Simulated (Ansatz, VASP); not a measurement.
Given: the input of a run of VASP 6.6.1 on Tl.

File INCAR:

```
PREC = Accurate
ENCUT = 520
EDIFF = 1E-7
ISMEAR = -1
SIGMA = 0.05
LREAL = F
LASPH = T
NELM = 100
ALGO = Normal
ISIF = 2
LWAVE = F
LCHARG = F
GGA = PE
NBANDS = 20
```

KPOINTS

```
regular mesh
0
Gamma
  9 9 5
```

POSCAR

```
Tl
1.0
    3.5237819143      0.0000000000      0.0000000000
   -1.7618909571      3.0516846552      0.0000000000
    0.0000000000      0.0000000000      5.6333608439
Tl
2
Direct
    0.6666666667      0.3333333333      0.7500000000
    0.3333333333      0.6666666667      0.2500000000
```

Potentials or basis: VASP PAW PBE potentials, release 64 (Tl_d).

Launch:

```console
$ cat potpaw_PBE.64/Tl_d/POTCAR > POTCAR
$ mpirun -np 1 vasp_std > vasp.out
```

Translate it to Ansatz 0.2.0. Potentials there: Ansatz PAW.

As run (the cutoff follows the program's own potentials):

input.yaml

```yaml
crystal:
  lattice:
    - [3.5237819143, 0.0, 0.0]
    - [-1.7618909571, 3.0516846552, 0.0]
    - [0.0, 0.0, 5.6333608439]
  atoms:
    - { symbol: Tl, position: [0.6666666667, 0.3333333333, 0.75] }
    - { symbol: Tl, position: [0.3333333333, 0.6666666667, 0.25] }
hamiltonian:
  xc: pbe
  pseudopotentials: { kind: paw }
kpoints:
  mp_grid: { grid: [9, 9, 5] }
scf:
  occupations: { method: fermi_dirac, width: 0.05 }
output:
  forces: true
  stress: true
  eigenvalues: true
```

Potentials or basis: Ansatz PAW.

Run with:

```sh
$ ansatz run input.yaml --threads 2 --pin off --max-ram 5632MiB --backend cpu --events-out ev --progress --plain --runs-dir out
```

Both were run:

|  | VASP | Ansatz | Ansatz less VASP |
| --- | --- | --- | --- |
| gap on the k mesh at the Fermi level (eV) | none | none | - |
| pressure (GPa) | 1.2 | 1.2 | +0.06 |
| traceless stress, the component that is largest in VASP (GPa) | 0.61 | 0.62 | +0.008 |

A gap of «none» marks a metal or a gap that the smearing closes.

Neither program's run includes spin-orbit coupling.
